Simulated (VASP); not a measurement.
# BaZrO3 (Pm-3m) in VASP: single point with PBE

Aim: the single point of BaZrO3 with PBE.

Program: VASP 6.6.1. These are calculated values, not measurements. Logs are shortened: lines on timing, memory, paths and dates and some standing lists are left out, and cuts for length are marked.

## 1. The cell of the first run

It takes space group Pm-3m (No. 221, cubic). The conventional cell has a = 4.205 Å, b = 4.205 Å, c = 4.205 Å, α = 90.00°, β = 90.00°, γ = 90.00°. Ba (site symmetry m-3m) has 12 O at 2.97 Å and 8 Zr at 3.64 Å within 3.9 Å. Within 2.8 Å of Zr (site symmetry m-3m) lie 6 O at 2.10 Å. O (site symmetry 4/mmm) has 2 Zr at 2.10 Å within 2.8 Å.

## 2. Single point, PBE, non-collinear spin, zero start, spin-orbit coupling

Input file INCAR:

```
PREC = Accurate
ENCUT = 520
EDIFF = 1E-6
ISMEAR = 0
SIGMA = 0.01
LREAL = F
LASPH = T
NELM = 150
ALGO = Normal
ISIF = 2
LWAVE = F
LCHARG = F
MAGMOM = 0 0 0 0 0 0 0 0 0 0 0 0 0 0 0
LORBIT = 11
LSORBIT = T
GGA_COMPAT = F
LORBMOM = T
LMAXMIX = 4
GGA = PE
NBANDS = 55
```

Input file KPOINTS:

```
Automatic mesh
0
Gamma
  6 6 6
```

Input file POSCAR:

```
BaZrO3
1.0
    4.2053551806      0.0000000000      0.0000000000
    0.0000000000      4.2053551806      0.0000000000
    0.0000000000      0.0000000000      4.2053551806
Ba Zr O
1 1 3
Direct
    0.0000000000      0.0000000000      0.0000000000
    0.5000000000      0.5000000000      0.5000000000
    0.5000000000      0.5000000000      0.0000000000
    0.5000000000      0.0000000000      0.5000000000
    0.0000000000      0.5000000000      0.5000000000
```

Potentials or basis: VASP PAW PBE potentials, release 64 (Ba_sv, Zr_sv, O).

The run is started by

```console
$ cat potpaw_PBE.64/Ba_sv/POTCAR potpaw_PBE.64/Zr_sv/POTCAR potpaw_PBE.64/O/POTCAR > POTCAR
$ mpirun -np 1 vasp_ncl > vasp.out
```

OUTCAR:

```text
PREC = Accurate
   ENCUT = 520
   EDIFF = 1E-6
   ISMEAR = 0
   LREAL = F
   LASPH = T
   NELM = 150
   ISIF = 2
   LORBIT = 11
   LSORBIT = T
   GGA = PE

 ion  position               nearest neighbor table
   1  0.000  0.000  0.000-   3 2.97   4 2.97   5 2.97   4 2.97   5 2.97   3 2.97   5 2.97   5 2.97
                             3 2.97   4 2.97   4 2.97   3 2.97   2 3.64   2 3.64   2 3.64   2 3.64
   2  0.500  0.500  0.500-   3 2.10   4 2.10   5 2.10   3 2.10   4 2.10   5 2.10   1 3.64   1 3.64
                             1 3.64   1 3.64   1 3.64   1 3.64   1 3.64   1 3.64
   3  0.500  0.500  0.000-   2 2.10   2 2.10   1 2.97   1 2.97   1 2.97   1 2.97
   4  0.500  0.000  0.500-   2 2.10   2 2.10   1 2.97   1 2.97   1 2.97   1 2.97
   5  0.000  0.500  0.500-   2 2.10   2 2.10   1 2.97   1 2.97   1 2.97   1 2.97

  LATTYP: Found a simple cubic cell.
 ALAT       =     4.2053551806

  Lattice vectors:

 A1 = (   4.2053551806,   0.0000000000,   0.0000000000)
 A2 = (   0.0000000000,   4.2053551806,   0.0000000000)
 A3 = (   0.0000000000,   0.0000000000,   4.2053551806)

Analysis of symmetry for initial positions (statically):
=====================================================================
 Subroutine PRICEL returns:
 Original cell was already a primitive cell.

 Routine SETGRP: Setting up the symmetry group for a
 simple cubic supercell.

 Subroutine GETGRP returns: Found 48 space group operations
 (whereof 48 operations were pure point group operations)
 out of a pool of 48 trial point group operations.

The static configuration has the point symmetry O_h .

Analysis of symmetry for dynamics (positions and initial velocities):
=====================================================================
 Subroutine PRICEL returns:
 Original cell was already a primitive cell.

 Routine SETGRP: Setting up the symmetry group for a
 simple cubic supercell.

 Subroutine GETGRP returns: Found 48 space group operations
 (whereof 48 operations were pure point group operations)
 out of a pool of 48 trial point group operations.

The dynamic configuration has the point symmetry O_h .

Analysis of structural, dynamic, and magnetic symmetry:
=====================================================================
 Subroutine PRICEL returns:
 Original cell was already a primitive cell.

 Routine SETGRP: Setting up the symmetry group for a
 simple cubic supercell.

 Subroutine GETGRP returns: Found 48 space group operations
 (whereof 48 operations were pure point group operations)
 out of a pool of 48 trial point group operations.

The overall configuration has the point symmetry O_h .

 Subroutine INISYM returns: Found 48 space group operations
 (whereof 48 operations are pure point group operations),
 and found     1 'primitive' translations

----------------------------------------------------------------------------------------

                                     Primitive cell

  volume of cell :      74.3718

  direct lattice vectors                    reciprocal lattice vectors
     4.205355181  0.000000000  0.000000000     0.237792043  0.000000000  0.000000000
     0.000000000  4.205355181  0.000000000     0.000000000  0.237792043  0.000000000
     0.000000000  0.000000000  4.205355181     0.000000000  0.000000000  0.237792043

  length of vectors
     4.205355181  4.205355181  4.205355181     0.237792043  0.237792043  0.237792043

  position of ions in fractional coordinates (direct lattice)
     0.000000000  0.000000000  0.000000000
     0.500000000  0.500000000  0.500000000
     0.500000000  0.500000000  0.000000000
     0.500000000  0.000000000  0.500000000
     0.000000000  0.500000000  0.500000000

  ion indices of the primitive-cell ions
   primitive index   ion index
                 1           1
                 2           2
                 3           3
                 4           4
                 5           5

----------------------------------------------------------------------------------------

 KPOINTS: Automatic mesh

Automatic generation of k-mesh.
 Grid dimensions read from file:
 generate k-points for:    6    6    6

 Generating k-lattice:

  Cartesian coordinates                     Fractional coordinates (reciprocal lattice)
     0.039632007  0.000000000  0.000000000     0.166666667  0.000000000  0.000000000
     0.000000000  0.039632007  0.000000000     0.000000000  0.166666667  0.000000000
     0.000000000  0.000000000  0.039632007     0.000000000  0.000000000  0.166666667

  Length of vectors
     0.039632007  0.039632007  0.039632007

  Shift w.r.t. Gamma in fractional coordinates (k-lattice)
     0.000000000  0.000000000  0.000000000

 Subroutine IBZKPT returns following result:
 ===========================================
[... 68 lines left out ...]
   GGA     = PE    functional components
   LHFCALC =     F    Hartree Fock is set to
   AEXX    =    0.0000 exact exchange contribution
   IVDW    =     0    specifies the selected vdW correction
   LEPSILON=     F    determine dielectric tensor
   LRPA    =     F    only Hartree local field effects (RPA)
 Gauss-broadening in eV      SIGMA  =   0.01
  energy-cutoff  :      520.00
  volume of cell :       74.37
 maximum number of plane-waves:      4032
 NGX is ok and might be reduce to    32
   NGX = 15   NGY = 15   NGZ = 15

 number of electron      40.0000000 magnetization       0.0000000      0.0000000      0.0000000

 number of electron      39.9999994 magnetization      -0.0000000     -0.0000000     -0.0000000

 number of electron      39.9999994 magnetization       0.0000000     -0.0000000     -0.0000000

 number of electron      39.9999994 magnetization      -0.0000000      0.0000000      0.0000000

 Free energy of the ion-electron system (eV)
  ---------------------------------------------------
  ext. energy  EPLUGINS =         0.00000000
  ---------------------------------------------------
  free energy    TOTEN  =       -41.96547697 eV

  energy without entropy =      -41.96547697  energy(sigma->0) =      -41.96547697

 E-fermi :   3.8102     XC(G=0): -10.7219

 val. band max:        3.7238509546   @ k =   0.5000   0.5000   0.5000
 cond. band min:       6.8566738608   @ k =   0.0000   0.0000   0.0000
 fundamental gap:      3.1328229062
 Fermi energy:         3.8101999083

 k-point     1 :       0.0000    0.0000    0.0000
  band No.  band energies     occupation
      1     -43.3652      1.00000
      2     -43.3652      1.00000
      3     -22.6469      1.00000
      4     -22.6469      1.00000
      5     -21.6301      1.00000
      6     -21.6301      1.00000
[... 1089 lines left out ...]
     51      10.6986      0.00000
     52      10.6986      0.00000
 [bands above 52 left out]

------------------------ aborting loop because EDIFF is reached ----------------------------------------

  FORCE on cell =-STRESS in cart. coord.  units (eV):
  Direction    XX          YY          ZZ          XY          YZ          ZX
  --------------------------------------------------------------------------------------
  -------------------------------------------------------------------------------------
  Total        1.5796734      1.5796734      1.5796734     -0.0000000     -0.0000000      0.0000000
  in kB       34.0306179     34.0306179     34.0306179     -0.0000000     -0.0000000      0.0000000
  external PRESSURE =      34.0306179 kB  Pullay stress =       0.0000000 kB

 VOLUME and BASIS-vectors are now :
 -----------------------------------------------------------------------------
  energy-cutoff  :      520.00
  volume of cell :       74.37
      direct lattice vectors                 reciprocal lattice vectors
     4.205355181  0.000000000  0.000000000     0.237792043  0.000000000  0.000000000
     0.000000000  4.205355181  0.000000000     0.000000000  0.237792043  0.000000000
     0.000000000  0.000000000  4.205355181     0.000000000  0.000000000  0.237792043

 POSITION                                       TOTAL-FORCE (eV/Angst)
 -----------------------------------------------------------------------------------
      0.00000      0.00000      0.00000         0.000000      0.000000      0.000000
      2.10268      2.10268      2.10268         0.000000      0.000000      0.000000
      2.10268      2.10268      0.00000         0.000000      0.000000      0.000000
      2.10268      0.00000      2.10268         0.000000      0.000000      0.000000
      0.00000      2.10268      2.10268         0.000000      0.000000      0.000000
 -----------------------------------------------------------------------------------
    total drift:                                0.000000     -0.000000     -0.000000

  FREE ENERGIE OF THE ION-ELECTRON SYSTEM (eV)
  ---------------------------------------------------
  free  energy   TOTEN  =       -41.9654769731 eV

  energy  without entropy=      -41.9654769731  energy(sigma->0) =      -41.96547697

 orbital moment (x)

 # of ion     p       d       tot
 ----------------------------------------
  1         0.000   0.000   0.000
  2         0.000   0.000   0.000
  3         0.000   0.000   0.000
  4        -0.000   0.000  -0.000
  5        -0.000   0.000  -0.000
 ----------------------------------------
            0.000   0.000   0.000

 orbital moment (y)

 # of ion     p       d       tot
 ----------------------------------------
  1         0.000  -0.000  -0.000
  2         0.000   0.000   0.000
  3        -0.000   0.000  -0.000
  4        -0.000   0.000  -0.000
  5         0.000   0.000   0.000
 ----------------------------------------
           -0.000   0.000   0.000

 orbital moment (z)

 # of ion     p       d       tot
 ----------------------------------------
  1         0.000   0.000   0.000
  2         0.000   0.000   0.000
  3         0.000   0.000   0.000
  4         0.000   0.000   0.000
  5         0.000   0.000   0.000
 ----------------------------------------
            0.000   0.000   0.000

 Spin-Orbit-Coupling matrix elements

 Ion:    1  E_soc:     -0.3844879
 l=   1
     0.0000000    -0.0639404    -0.0639404
    -0.0639404     0.0000000    -0.0639404
    -0.0639404    -0.0639404     0.0000000
 l=   2
     0.0000000    -0.0000319     0.0000000    -0.0000319    -0.0001091
    -0.0000319     0.0000000    -0.0000818    -0.0000319    -0.0000273
     0.0000000    -0.0000818     0.0000000    -0.0000818     0.0000000
    -0.0000319    -0.0000319    -0.0000818     0.0000000    -0.0000273
    -0.0001091    -0.0000273     0.0000000    -0.0000273     0.0000000
 l=   3
     0.0000000     0.0000000     0.0000000     0.0000000     0.0000000     0.0000000     0.0000000
     0.0000000     0.0000000     0.0000000     0.0000000     0.0000000     0.0000000     0.0000000
     0.0000000     0.0000000     0.0000000     0.0000000     0.0000000     0.0000000     0.0000000
     0.0000000     0.0000000     0.0000000     0.0000000     0.0000000     0.0000000     0.0000000
[... 69 lines left out ...]
 l=   2
     0.0000000     0.0000000     0.0000000     0.0000000     0.0000000
     0.0000000     0.0000000     0.0000000     0.0000000     0.0000000
     0.0000000     0.0000000     0.0000000     0.0000000     0.0000000
     0.0000000     0.0000000     0.0000000     0.0000000     0.0000000
     0.0000000     0.0000000     0.0000000     0.0000000     0.0000000
 l=   3
     0.0000000     0.0000000     0.0000000     0.0000000     0.0000000     0.0000000     0.0000000
     0.0000000     0.0000000     0.0000000     0.0000000     0.0000000     0.0000000     0.0000000
     0.0000000     0.0000000     0.0000000     0.0000000     0.0000000     0.0000000     0.0000000
     0.0000000     0.0000000     0.0000000     0.0000000     0.0000000     0.0000000     0.0000000
     0.0000000     0.0000000     0.0000000     0.0000000     0.0000000     0.0000000     0.0000000
     0.0000000     0.0000000     0.0000000     0.0000000     0.0000000     0.0000000     0.0000000
     0.0000000     0.0000000     0.0000000     0.0000000     0.0000000     0.0000000     0.0000000

 total charge

# of ion       s       p       d       tot
------------------------------------------
    1        2.001   5.632   0.266   7.899
    2        2.197   6.084   1.418   9.699
    3        1.561   3.482   0.000   5.043
    4        1.561   3.482   0.000   5.043
    5        1.561   3.482   0.000   5.043
--------------------------------------------------
tot          8.882  22.161   1.684  32.727

 magnetization (x)

# of ion       s       p       d       tot
------------------------------------------
    1       -0.000  -0.000   0.000   0.000
    2       -0.000  -0.000   0.000  -0.000
    3        0.000  -0.000   0.000  -0.000
    4       -0.000   0.000   0.000   0.000
    5       -0.000   0.000   0.000   0.000
--------------------------------------------------
tot         -0.000  -0.000   0.000   0.000

 magnetization (y)

# of ion       s       p       d       tot
------------------------------------------
    1        0.000  -0.000   0.000   0.000
    2        0.000  -0.000  -0.000  -0.000
    3       -0.000   0.000   0.000   0.000
    4       -0.000  -0.000   0.000  -0.000
    5        0.000   0.000   0.000   0.000
--------------------------------------------------
tot         -0.000   0.000   0.000   0.000

 magnetization (z)

# of ion       s       p       d       tot
------------------------------------------
    1       -0.000   0.000   0.000   0.000
    2       -0.000   0.000   0.000  -0.000
    3       -0.000  -0.000   0.000  -0.000
    4        0.000  -0.000   0.000  -0.000
    5        0.000  -0.000   0.000  -0.000
--------------------------------------------------
tot         -0.000  -0.000   0.000   0.000
```

Run time: 2.6 min. Hardware: 1 thread of Oxide Virtual Turin-like, shared host; peak memory 0.34 GiB.

Results:

- Free energy: -41.9655 eV
- Pressure: 3.4 GPa
- Net moment: 0.00 μB per cell
- Valence electrons inside the program's atomic spheres: Ba 7.90; Zr 9.70; O 5.04

Moments on the atoms (μB; x, y, z):
```
Ba  0.00 0.00 0.00
Zr  0.00 0.00 0.00
O   0.00 0.00 0.00
O   0.00 0.00 0.00
O   0.00 0.00 0.00
```
